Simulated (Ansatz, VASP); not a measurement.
**MgO in VASP and in Ansatz**

```
Mg O
1.0
     3.26430    0.00000    0.00000
    -1.63215    2.82697    0.00000
     0.00000    0.00000    4.42346
Mg O
2 2
Direct
  0.66667 0.33333 0.75000
  0.33333 0.66667 0.25000
  0.66667 0.33333 0.25000
  0.33333 0.66667 0.75000
```

Alike in both runs: task single point; functional PBEsol; k mesh 9 × 9 × 6; occupations gaussian, width 0.05 eV; no spin polarisation.

```csv
,VASP,Ansatz
version,VASP 6.6.1,Ansatz 0.2.0
potentials or method,"VASP PAW PBE potentials, release 64 (Mg, O), cutoff 520 eV","scalar-relativistic, plane waves, PAW"
valence electrons in the cell,16,32
```

Ansatz gave:

| Property | Result |
| --- | --- |
| gap on the k mesh at the Fermi level (eV) | 3.62 |
| least direct gap on the mesh (eV) | 3.62 |
| pressure (GPa) | 16.5 |
| traceless stress, the component that is largest in VASP (GPa) | -17.98 |

**Question.** Estimate VASP's values.

**Answer.** gap on the k mesh at the Fermi level (eV): 3.62; least direct gap on the mesh (eV): 3.62; pressure (GPa): 16.5; traceless stress, the component that is largest in VASP (GPa): -18.40.

VASP's potentials were made for PBE, not for PBEsol, and Ansatz warns of the same on its side. VASP's potentials hold 16 valence electrons a cell and Ansatz's 32, so a difference there can come from the potentials and not from the codes.
